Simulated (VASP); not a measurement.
# KF (R-3m) in VASP: single point with PBE

Aim: the single point of KF with PBE.

All numbers are computed with VASP 6.6.1; they aren't measurements. Logs are shortened: lines on timing, memory, paths and dates and some standing lists are left out, and cuts for length are marked.

## (1) The cell of the first run

It takes space group R-3m (No. 166, trigonal). The conventional cell has a = 4.927 Å, b = 4.927 Å, c = 5.357 Å, α = 90.00°, β = 90.00°, γ = 120.00°. Within 3.5 Å of K (site symmetry -3m) lie 8 F at 2.68 to 2.98 Å and 6 K at 3.36 Å. Within 3.5 Å of F (site symmetry -3m) lie 8 K at 2.68 to 2.98 Å and 6 F at 3.36 Å.

## (2) Single point, PBE (strained)

Contents of INCAR:

```
PREC = Accurate
ENCUT = 600
EDIFF = 1E-6
ISMEAR = 0
SIGMA = 0.02
LREAL = False
LASPH = True
NELM = 120
ALGO = Normal
ISIF = 2
LWAVE = False
LCHARG = True
GGA = PE
LELF = True
LVHAR = True
NBANDS = 15
GGA_COMPAT = False
```

Contents of KPOINTS:

```
regular mesh
0
Gamma
  8 8 8
```

Contents of POSCAR:

```
KF
1.0
    3.3535624637      0.1303582000      0.1303582000
    0.1303582000      3.3535624637     -0.1303582000
    0.1303582000     -0.1303582000      3.3535624637
K F
1 1
Direct
    0.0000000000      0.0000000000      0.0000000000
    0.5000000000      0.5000000000      0.5000000000
```

Potentials or basis: VASP PAW PBE potentials, release 64 (K_sv, F).

Run with:

```
> cat potpaw_PBE.64/K_sv/POTCAR potpaw_PBE.64/F/POTCAR > POTCAR
> mpirun -np 1 vasp_std > vasp.out
```

OUTCAR:

```text
PREC = Accurate
   ENCUT = 600
   EDIFF = 1E-6
   ISMEAR = 0
   LREAL = False
   LASPH = True
   NELM = 120
   ISIF = 2
   GGA = PE

 ion  position               nearest neighbor table
   1  0.000  0.000  0.000-   2 2.68   2 2.68
   2  0.500  0.500  0.500-   1 2.68   1 2.68

  LATTYP: Found a trigonal (rhomboedric) cell.
 ALAT       =     3.3586258676
 COS(alpha) =    -0.0760024402

  Lattice vectors:

 A1 = (   0.1303582000,   3.3535624637,  -0.1303582000)
 A2 = (  -3.3535624637,  -0.1303582000,  -0.1303582000)
 A3 = (   0.1303582000,  -0.1303582000,   3.3535624637)

Analysis of symmetry for initial positions (statically):
=====================================================================
 Subroutine PRICEL returns:
 Original cell was already a primitive cell.

 Routine SETGRP: Setting up the symmetry group for a
 trigonal (rhombohedral) supercell.

 Subroutine GETGRP returns: Found 12 space group operations
 (whereof 12 operations were pure point group operations)
 out of a pool of 12 trial point group operations.

The static configuration has the point symmetry D_3d.

Analysis of symmetry for dynamics (positions and initial velocities):
=====================================================================
 Subroutine PRICEL returns:
 Original cell was already a primitive cell.

 Routine SETGRP: Setting up the symmetry group for a
 trigonal (rhombohedral) supercell.

 Subroutine GETGRP returns: Found 12 space group operations
 (whereof 12 operations were pure point group operations)
 out of a pool of 12 trial point group operations.

The dynamic configuration has the point symmetry D_3d.

 Subroutine INISYM returns: Found 12 space group operations
 (whereof 12 operations are pure point group operations),
 and found     1 'primitive' translations

----------------------------------------------------------------------------------------

                                     Primitive cell

  volume of cell :      37.5400

  direct lattice vectors                    reciprocal lattice vectors
     3.353562464  0.130358200  0.130358200     0.299130893 -0.012097950 -0.012097950
     0.130358200  3.353562464 -0.130358200    -0.012097950  0.299130893  0.012097950
     0.130358200 -0.130358200  3.353562464    -0.012097950  0.012097950  0.299130893

  length of vectors
     3.358625868  3.358625868  3.358625868     0.299619779  0.299619779  0.299619779

  position of ions in fractional coordinates (direct lattice)
     0.000000000  0.000000000  0.000000000
     0.500000000  0.500000000  0.500000000

  ion indices of the primitive-cell ions
   primitive index   ion index
                 1           1
                 2           2

----------------------------------------------------------------------------------------

 KPOINTS: regular mesh

Automatic generation of k-mesh.
 Grid dimensions read from file:
 generate k-points for:    8    8    8

 Generating k-lattice:

  Cartesian coordinates                     Fractional coordinates (reciprocal lattice)
     0.037391362 -0.001512244 -0.001512244     0.125000000 -0.000000000 -0.000000000
    -0.001512244  0.037391362  0.001512244    -0.000000000  0.125000000  0.000000000
    -0.001512244  0.001512244  0.037391362    -0.000000000  0.000000000  0.125000000

  Length of vectors
     0.037452472  0.037452472  0.037452472

  Shift w.r.t. Gamma in fractional coordinates (k-lattice)
     0.000000000  0.000000000  0.000000000

 Subroutine IBZKPT returns following result:
 ===========================================

 Found     65 irreducible k-points:

 Following reciprocal coordinates:
            Coordinates               Weight
  0.000000  0.000000  0.000000      1.000000
  0.125000  0.000000  0.000000      6.000000
  0.250000  0.000000  0.000000      6.000000
  0.375000  0.000000  0.000000      6.000000
  0.500000  0.000000  0.000000      3.000000
  0.125000  0.125000  0.000000      6.000000
[... 16 lines left out ...]
  0.250000  0.125000  0.125000      6.000000
  0.375000  0.125000  0.125000      6.000000
 [... further k-points ...]
   k-points           NKPTS =     65   k-points in BZ     NKDIM =     65   number of bands    NBANDS=     15
   number of dos      NEDOS =    301   number of ions     NIONS =      2
   total plane-waves  NPLWV =  21952
   dimension x,y,z NGX =    28 NGY =   28 NGZ =   28
   dimension x,y,z NGXF=    56 NGYF=   56 NGZF=   56
   ions per type =               1   1
   NGX,Y,Z   is equivalent  to a cutoff of  13.86, 13.86, 13.86 a.u.
   NGXF,Y,Z  is equivalent  to a cutoff of  27.72, 27.72, 27.72 a.u.
 SYSTEM =  unknown system
   PREC   = accura    normal or accurate (medium, high low for compatibility)
   ISTART =      0    job   : 0-new  1-cont  2-samecut
   ICHARG =      2    charge: 1-file 2-atom 10-const
   ISPIN  =      1    spin polarized calculation?
   LNONCOLLINEAR =      F non collinear calculations
   LSORBIT =      F    spin-orbit coupling
   LASPH  =      T    aspherical Exc in radial PAW
   ENCUT  =  600.0 eV  44.10 Ry    6.64 a.u.   6.71  6.71  6.71*2*pi/ulx,y,z
   NELM   =    120;   NELMIN=  2; NELMDL= -5     # of ELM steps
   EDIFF  = 0.1E-05   stopping-criterion for ELM
   LREAL  =      F    real-space projection
   EDIFFG = 0.1E-04   stopping-criterion for IOM
   NSW    =      0    number of steps for IOM
   IBRION =     -1    ionic relax: 0-MD 1-quasi-New 2-CG
   NFREE  =      0    steps in history (QN), initial steepest desc. (CG)
   ISIF   =      2    stress and relaxation
   ISYM   =      2    0-nonsym 1-usesym 2-fastsym
   POTIM  = 0.5000    time-step for ionic-motion
   TEBEG  =    0.0;   TEEND  =   0.0 temperature during run
   PSTRESS=    0.0 pullay stress
   NELECT =      16.0000    total number of electrons
   NUPDOWN=      -1.0000    fix difference up-down
   EMIN   =  10.00;   EMAX   =-10.00  energy-range for DOS
   EFERMI =   0.00;   METHOD = LEGACY
   ISMEAR =     0;   SIGMA  =   0.02  broadening in eV -4-tet -1-fermi 0-gaus
   EFERMI_NEDOS =   21; number of points for ismear=-14 and -15
   IALGO  =     38    algorithm
   IMIX   =      4    mixing-type and parameters
     AMIX     =   0.40;   BMIX     =  1.00
     AMIX_MAG =   1.60;   BMIX_MAG =  1.00
  volume/ion in A,a.u.               =      18.77       126.67
  Fermi-wavevector in a.u.,A,eV,Ry     =   1.232017  2.328174 20.651805  1.517865
  Thomas-Fermi vector in A             =   2.366803
   LORBIT       =      0    0 simple, 1 ext, 2 COOP (PROOUT), +10 PAW based schemes
   GGA     = PE    functional components
   LHFCALC =     F    Hartree Fock is set to
   AEXX    =    0.0000 exact exchange contribution
   IVDW    =     0    specifies the selected vdW correction
   LEPSILON=     F    determine dielectric tensor
   LRPA    =     F    only Hartree local field effects (RPA)
 non-spin polarized calculation
 Gauss-broadening in eV      SIGMA  =   0.02
  energy-cutoff  :      600.00
  volume of cell :       37.54
 maximum number of plane-waves:      1276
   NGX = 13   NGY = 13   NGZ = 13

 number of electron      16.0000004 magnetization

 Free energy of the ion-electron system (eV)
  ---------------------------------------------------
  ext. energy  EPLUGINS =         0.00000000
  ---------------------------------------------------
  free energy    TOTEN  =        -8.06876032 eV

  energy without entropy =       -8.06876032  energy(sigma->0) =       -8.06876032

 E-fermi :  -2.1399     XC(G=0):  -8.6252

 val. band max:       -2.2960087988   @ k =   0.5000   0.5000   0.0000
 cond. band min:       3.4361412702   @ k =   0.0000   0.0000   0.0000
 fundamental gap:      5.7321500690
 Fermi energy:        -2.1398978229

 k-point     1 :       0.0000    0.0000    0.0000
  band No.  band energies     occupation
      1     -29.4406      2.00000
      2     -21.1289      2.00000
      3     -12.5831      2.00000
      4     -12.5655      2.00000
      5     -12.5655      2.00000
      6      -2.3550      2.00000
      7      -2.3550      2.00000
      8      -2.3502      2.00000
      9       3.4361      0.00000
     10       5.9937      0.00000
     11       5.9937      0.00000
     12      10.9777      0.00000
     13      11.0030      0.00000
     14      11.0030      0.00000
     15      16.9169      0.00000

 k-point     2 :       0.1250    0.0000    0.0000
  band No.  band energies     occupation
      1     -29.4275      2.00000
      2     -21.1316      2.00000
      3     -12.6558      2.00000
      4     -12.5617      2.00000
      5     -12.5554      2.00000
      6      -2.5332      2.00000
      7      -2.3790      2.00000
      8      -2.3573      2.00000
      9       3.8196      0.00000
     10       6.1068      0.00000
     11       6.2854      0.00000
     12      10.7231      0.00000
     13      10.8088      0.00000
     14      11.0487      0.00000
     15      16.2900      0.00000

 k-point     3 :       0.2500    0.0000    0.0000
  band No.  band energies     occupation
      1     -29.3955      2.00000
      2     -21.1387      2.00000
      3     -12.8546      2.00000
      4     -12.5308      2.00000
      5     -12.5211      2.00000
      6      -2.9206      2.00000
      7      -2.4450      2.00000
      8      -2.3633      2.00000
      9       4.7816      0.00000
     10       6.4038      0.00000
     11       6.9927      0.00000
     12      10.1700      0.00000
     13      10.4504      0.00000
     14      11.1896      0.00000
     15      14.9357      0.00000

 k-point     4 :       0.3750    0.0000    0.0000
  band No.  band energies     occupation
      1     -29.3631      2.00000
      2     -21.1467      2.00000
      3     -13.0443      2.00000
      4     -12.5060      2.00000
      5     -12.4795      2.00000
      6      -3.2609      2.00000
      7      -2.5119      2.00000
      8      -2.3702      2.00000
      9       5.8935      0.00000
     10       6.7430      0.00000
     11       7.6403      0.00000
     12       9.7419      0.00000
     13      10.1865      0.00000
     14      11.3354      0.00000
     15      13.8508      0.00000
[... 307 lines left out ...]
 k-point    22 :       0.1250    0.1250    0.1250
  band No.  band energies     occupation
      1     -29.4031      2.00000
      2     -21.1255      2.00000
      3     -12.6516      2.00000
      4     -12.6461      2.00000
      5     -12.6237      2.00000
      6      -2.6042      2.00000
      7      -2.4698      2.00000
      8      -2.4559      2.00000
      9       4.4607      0.00000
     10       6.5225      0.00000
     11       6.6318      0.00000
     12      10.1875      0.00000
     13      10.3818      0.00000
     14      10.6833      0.00000
     15      16.6175      0.00000

 k-point    23 :       0.2500    0.1250    0.1250
  band No.  band energies     occupation
      1     -29.3738      2.00000
      2     -21.1145      2.00000
      3     -12.8645      2.00000
      4     -12.6248      2.00000
      5     -12.6212      2.00000
      6      -2.8336      2.00000
      7      -2.4784      2.00000
      8      -2.4463      2.00000
      9       5.2457      0.00000
     10       6.7396      0.00000
     11       7.3252      0.00000
     12       9.4792      0.00000
     13       9.7980      0.00000
     14      10.6486      0.00000
     15      15.7297      0.00000

 k-point    24 :       0.3750    0.1250    0.1250
  band No.  band energies     occupation
      1     -29.3425      2.00000
      2     -21.1123      2.00000
      3     -13.0672      2.00000
      4     -12.6106      2.00000
      5     -12.5944      2.00000
      6      -3.0939      2.00000
      7      -2.4875      2.00000
      8      -2.4476      2.00000
      9       6.2522      0.00000
     10       7.0398      0.00000
     11       7.6127      0.00000
     12       8.9829      0.00000
     13      10.0104      0.00000
     14      10.6539      0.00000
     15      14.2870      0.00000

 [... further k-points ...]

------------------------ aborting loop because EDIFF is reached ----------------------------------------

  FORCE on cell =-STRESS in cart. coord.  units (eV):
  Direction    XX          YY          ZZ          XY          YZ          ZX
  --------------------------------------------------------------------------------------
  -------------------------------------------------------------------------------------
  Total       -0.3880019     -0.3880019     -0.3880019     -0.1125775      0.1125775     -0.1125775
  in kB      -16.5595920    -16.5595920    -16.5595920     -4.8047135      4.8047135     -4.8047135
  external PRESSURE =     -16.5595920 kB  Pullay stress =       0.0000000 kB

 VOLUME and BASIS-vectors are now :
 -----------------------------------------------------------------------------
  energy-cutoff  :      600.00
  volume of cell :       37.54
      direct lattice vectors                 reciprocal lattice vectors
     3.353562464  0.130358200  0.130358200     0.299130893 -0.012097950 -0.012097950
     0.130358200  3.353562464 -0.130358200    -0.012097950  0.299130893  0.012097950
     0.130358200 -0.130358200  3.353562464    -0.012097950  0.012097950  0.299130893

 POSITION                                       TOTAL-FORCE (eV/Angst)
 -----------------------------------------------------------------------------------
      0.00000      0.00000      0.00000         0.000000     -0.000000     -0.000000
      1.80714      1.67678      1.67678        -0.000000      0.000000      0.000000
 -----------------------------------------------------------------------------------
    total drift:                                0.000000      0.000000      0.000000

  FREE ENERGIE OF THE ION-ELECTRON SYSTEM (eV)
  ---------------------------------------------------
  free  energy   TOTEN  =        -8.0687603157 eV

  energy  without entropy=       -8.0687603157  energy(sigma->0) =       -8.06876032
```

Run time: 62 s. Hardware: 1 thread of Intel Xeon 8259CL, shared host; peak memory 0.18 GiB.

Results:

- Free energy: -8.0688 eV
- Pressure: -1.7 GPa
- Band gap on the k mesh: 5.73 eV (least direct gap 5.79 eV)

Caveat: the cell differs from its parent crystal (strained).
